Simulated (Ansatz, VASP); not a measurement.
Two plane-wave programs on Pb

File INCAR:

```
  ALGO = Fast
  EDIFF = 1E-6
  ENCUT = 520
  ISIF = 2
  ISMEAR = -1
  LASPH = T
  LCHARG = F
  LREAL = F
  LWAVE = F
  NBANDS = 13
  NELM = 100
  PREC = Accurate
  SIGMA = 0.05
```

KPOINTS

```
k-points
0
Gamma
  9 9 9
```

Contents of POSCAR:

```
Pb
1.0
   -1.9663728605      1.9663728605      1.9663728605
    1.9663728605     -1.9663728605      1.9663728605
    1.9663728605      1.9663728605     -1.9663728605
Pb
1
Direct
    0.0000000000      0.0000000000      0.0000000000
```

File input.yaml:

```yaml
crystal:
  lattice:
    - [-1.9663728605, 1.9663728605, 1.9663728605]
    - [1.9663728605, -1.9663728605, 1.9663728605]
    - [1.9663728605, 1.9663728605, -1.9663728605]
  atoms:
    - { symbol: Pb, position: [0.0, 0.0, 0.0] }
hamiltonian:
  xc: lda
  pseudopotentials: { kind: paw }
kpoints:
  mp_grid: { grid: [9, 9, 9] }
scf:
  occupations: { method: fermi_dirac, width: 0.05 }
output:
  forces: true
  stress: true
  eigenvalues: true
  write_density: true
  write_potential: true
  elf: true
  volumetric_format: npy
```

Alike in both runs: task single point; functional LDA; k mesh 9 × 9 × 9; occupations fermi-dirac, width 0.05 eV; no spin polarisation.

|  | VASP | Ansatz |
| --- | --- | --- |
| version | VASP 6.6.1 | Ansatz 0.2.0 |
| potentials or method | VASP PAW LDA potentials, release 64 (Pb_d) | Ansatz PAW |
| plane-wave cutoff (eV) | 520 | 420 |
| valence electrons in the cell | 14 | 14 |

```tsv
	VASP	Ansatz	Ansatz less VASP
gap on the k mesh at the Fermi level (eV)	none	none	-
pressure (GPa)	-2.6	-2.7	-0.07
```

LDA's correlation is that of Perdew and Zunger in VASP and of Perdew and Wang (1992) in Ansatz. A gap of «none» marks a metal or a gap that the smearing closes.

Spin-orbit coupling is off throughout.
